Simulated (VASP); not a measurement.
## KAgCl2: single point with PBE

The system is KAgCl2.

```xyz
4
Lattice="2.0838 1.2031 6.6051 -2.0838 1.2031 6.6051 0.0000 -2.4061 6.6051" Properties=species:S:1:pos:R:3 pbc="T T T"
K     2.0838    1.2031    6.6051
Ag    0.0000    0.0000    9.9077
Cl    0.0000    0.0000    4.7215
Cl    0.0000    0.0000   15.0939
```

This cell differs from its parent crystal: volume changed by -6%.

* Program: VASP 6.6.1
* Task: single point
* Functional: PBE
* Potentials or basis: VASP PAW PBE potentials, release 64 (K_sv, Ag, Cl)
* Cutoff: 520 eV
* k mesh: 6 × 6 × 6
* Occupations: gaussian, width 0.01 eV
* Spin: no spin polarisation
* Dipole correction: no
* Further INCAR settings: ALGO = Normal; EDIFF = 1e-07; NBANDS = 25

```yaml
Pressure: 2.0 GPa
Largest_force: 0.023 eV/Å
Band_gap_on_the_k_mesh: 2.60 eV, indirect (least direct gap 2.72 eV)
```

Forces on the atoms (eV/Å):
```
K    0.000  0.000  0.000
Ag   0.000  0.000  0.000
Cl   0.000  0.000  0.023
Cl   0.000  0.000 -0.023
```

Stress tensor (GPa, compression positive):
```
2.02 0.00 0.00
0.00 2.02 0.00
0.00 0.00 1.82
```

Levels at points of the mesh, in eV from the valence-band top:
```csv
k point,band 15,band 16,band 17,band 18,band 19,band 20
"(0.00, 0.00, 0.00)",-1.31,-0.12,-0.12,2.60,5.31,6.69
"(0.50, 0.00, 0.00)",-1.36,-0.32,-0.08,4.76,5.48,6.93
"(0.50, 0.50, 0.00)",-1.38,-0.31,-0.14,4.49,5.71,5.84
"(0.50, 0.50, 0.50)",-1.28,0.00,0.00,3.64,4.76,6.10
```

Run time: 4.9 min on 1 thread of Intel(R) Xeon(R) Platinum 8259CL CPU @ 2.50GHz (Skylake/Cascade Lake), with other jobs on the host, peak memory 0.43 GiB.

 A k mesh can miss the band edges.
